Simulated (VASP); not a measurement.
A run of VASP 6.6.1 is set up as follows.

File INCAR:

```
SYSTEM = Pd
PREC = Accurate
ENCUT = 500
EDIFF = 1E-6
ISMEAR = 0
SIGMA = 0.1
LREAL = .False.
LASPH = .True.
NELM = 120
ALGO = Normal
ISIF = 2
LWAVE = .False.
LCHARG = .False.
GGA = CA
NBANDS = 11
GGA_COMPAT = .False.
```

The input KPOINTS:

```
Automatic mesh
0
Gamma
  15 15 15
  0 0 0
```

Contents of POSCAR:

```
Pd
1.0
    2.7146126376      0.0000000000      0.0000000000
   -1.3573063188      2.3509235056      0.0000000000
    1.3573063188      0.7836411685      2.2164719372
Pd
1
Direct
    0.0000000000      0.0000000000      0.0000000000
```

Potentials or basis: VASP PAW LDA potentials, release 64 (Pd).

Command:

```bash
$ cat potpaw_LDA.64/Pd/POTCAR > POTCAR
$ mpirun -np 1 vasp_std > vasp.out
```

**Question.** Estimate the band gap on the k mesh.

**Answer.** Zero (band 5 reaches 10.61 eV, above the bottom of band 6 at 8.94 eV).

**Question.** What does it give for the pressure?

**Answer.** 0.2 GPa.
